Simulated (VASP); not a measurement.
Set up this calculation in VASP 6.6.1, as the native input.

| Property | Result |
| --- | --- |
| Task | single point |
| Functional | PBE |
| Potentials or basis | VASP PAW PBE potentials, release 64 (Ba_sv, O_h, Ca_sv) |
| Cutoff | 1000 eV |
| k mesh | 1 × 1 × 1 |
| Occupations | fermi-dirac, width 0.2111 eV |
| Spin | no spin polarisation |
| Dipole correction | no |
| Further INCAR settings | ALGO = Normal; EDIFF = 1e-06; NBANDS = 69; ISYM = 0 |

The structure of Ba3Ca4O7 lies in POSCAR:

```
Ba3Ca4O7
1.0
    6.1422690000      0.0463550000      0.2046950000
    0.0463550000      6.1618090000      0.0560510000
    0.2046950000      0.0560510000      6.1205050000
Ba O Ca
3 7 4
Direct
    0.9049925301      0.8688504992      0.7577071851
    0.2985836560      0.3392346065      0.6576743226
    0.3276503446      0.8728545405      0.3122121856
    0.1082581625      0.1349042706      0.0317094057
    0.1049762655      0.5991454296      0.5383333864
    0.5950175428      0.7216654828      0.0536671095
    1.0038361352      0.2331068045      0.4729366111
    0.5185638127      1.0067942970      0.5456782983
    0.5695514335      0.1843277066      0.0280337843
    0.0723645646      0.6217815355      1.0344057980
    0.3111812003      0.3979618026      0.1748154127
    0.8393063666      0.3798514400      0.1590146777
    0.8450406280      0.8876169162      0.2668148450
    0.4006283983     -0.0590320793      0.8815947666
```

The input as run:

INCAR

```
  ALGO = Normal
  EDIFF = 1E-6
  ENCUT = 1000
  GGA = PE
  GGA_COMPAT = False
  ISIF = 2
  ISMEAR = -1
  ISYM = 0
  LASPH = True
  LCHARG = False
  LREAL = False
  LWAVE = False
  NBANDS = 69
  NELM = 120
  PREC = Accurate
  SIGMA = 0.2111
```

KPOINTS

```
k-points
0
Gamma
  1 1 1
```

Potentials or basis: VASP PAW PBE potentials, release 64 (Ba_sv, O_h, Ca_sv).

Run with:

```sh
$ cat potpaw_PBE.64/Ba_sv/POTCAR potpaw_PBE.64/O_h/POTCAR potpaw_PBE.64/Ca_sv/POTCAR > POTCAR
$ mpirun -np 1 vasp_gam > vasp.out
```

Results of the run:

```json
{
 "Pressure": "18.9 GPa",
 "Largest force": "4.793 eV/Å"
}
```

Caveat: the k points lie up to 1.03 Å⁻¹ apart, too coarse for converged energies, forces and pressures; the atoms stand as in a frame of molecular dynamics.

Run time: 55 s on 1 thread of Intel(R) Xeon(R) 6975P-C (Granite Rapids), on a shared host, peak memory 0.54 GiB.
